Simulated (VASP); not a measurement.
**Sn: relaxation of cell and atoms with PBEsol**

Sn:

```
Sn
1.0
    -1.72654    1.77555    2.33834
     1.72654   -1.77555    2.33834
     1.72654    1.77555   -2.33834
Sn
1
Direct
  0.00000 0.00000 0.00000
```

- Program: VASP 6.6.1
- Task: relaxation of cell and atoms
- Functional: PBEsol
- Potentials or basis: VASP PAW PBE potentials, release 64 (Sn_d)
- Cutoff: 600 eV
- k mesh: 11 × 11 × 11
- Occupations: fermi-dirac, width 0.05 eV
- Spin: no spin polarisation
- Target pressure: 30 GPa
- Dipole correction: no
- Further INCAR settings: ALGO = Normal; EDIFF = 1e-07; IBRION = 2; EDIFFG = -0.01; NSW = 80; ISIF = 3

| Item | Value |
| --- | --- |
| Relaxed volume | 19.96 Å³/atom |
| Relaxed cell | a = 3.045 Å, b = 3.045 Å, c = 3.045 Å, α = 120.03°, β = 120.02°, γ = 89.96° |
| Space group after relaxing (to 0.1 Å) | Fm-3m (No. 225) |
| Energy change on relaxing (the run minimises the enthalpy) | +441.6 meV/atom |
| Ionic steps | 22 |
| Pressure after relaxing | 30.0 GPa |
| Band gap on the k mesh | zero (bands 7 and 8 overlap by 13.02 eV) |

Step by step:
| step | energy change (eV) | largest force (eV/Å) | pressure (GPa) | volume (Å³) |
| --- | --- | --- | --- | --- |
| 1 | 0.0000 | 0.0000 | -3.63 | 28.67 |
| 2 | 10.3246 | 0.0000 | 507.25 | 10.25 |
| 3 | 0.2308 | 0.0000 | 19.51 | 21.39 |
| 4 | 0.3124 | 0.0000 | 23.66 | 20.78 |
| 5 | 0.4513 | 0.0000 | 30.35 | 19.95 |
| 6 | 0.4228 | 0.0000 | 29.00 | 20.11 |
| 7 | 0.4244 | 0.0000 | 29.15 | 20.07 |
| 8 | 0.4228 | 0.0000 | 29.09 | 20.08 |
| 9 | 0.4752 | 0.0000 | 31.59 | 19.80 |
| 10 | 0.4523 | 0.0000 | 30.49 | 19.92 |
| 11 | 0.4543 | 0.0000 | 30.63 | 19.90 |
| 12 | 0.4560 | 0.0000 | 30.69 | 19.89 |
| 13 | 0.4601 | 0.0000 | 30.92 | 19.87 |
| 14 | 0.4710 | 0.0000 | 31.46 | 19.81 |
| 15 | 0.4625 | 0.0000 | 31.03 | 19.85 |
| 16 | 0.4383 | 0.0000 | 29.86 | 19.98 |
| 17 | 0.4363 | 0.0000 | 29.76 | 19.99 |
| 18 | 0.4387 | 0.0000 | 29.84 | 19.98 |
| 19 | 0.4399 | 0.0000 | 29.92 | 19.97 |
| 20 | 0.4402 | 0.0000 | 29.95 | 19.97 |
| 21 | 0.4403 | 0.0000 | 29.95 | 19.97 |
| 22 | 0.4416 | 0.0000 | 30.02 | 19.96 |

Final structure:
```
Sn
1.0
    -1.52197    1.52209    2.15399
     1.52197   -1.52209    2.15399
     1.52197    1.52209   -2.15399
Sn
1
Direct
  0.00000 0.00000 0.00000
```

Levels at points of the mesh, in eV from the Fermi level:
| k point | band 5 | band 6 | band 7 | band 8 | band 9 | band 10 |
| --- | --- | --- | --- | --- | --- | --- |
| (0.00, 0.00, 0.00) | -21.59 | -13.82 | 10.41 | 10.42 | 10.42 | 10.75 |

It took 10 min on 1 thread of Intel(R) Xeon(R) 6975P-C (Granite Rapids), with other jobs on the host, peak memory 0.25 GiB.

Caveat: the cell is relaxed towards a set pressure, so the run minimises the enthalpy, not the energy; the volume moved by over 15 % at a fixed basis, so the end points are rough; the PAW data sets were made with another functional, which shifts forces and pressure a little; spin-orbit coupling is left out, which moves the levels of the heavy elements.
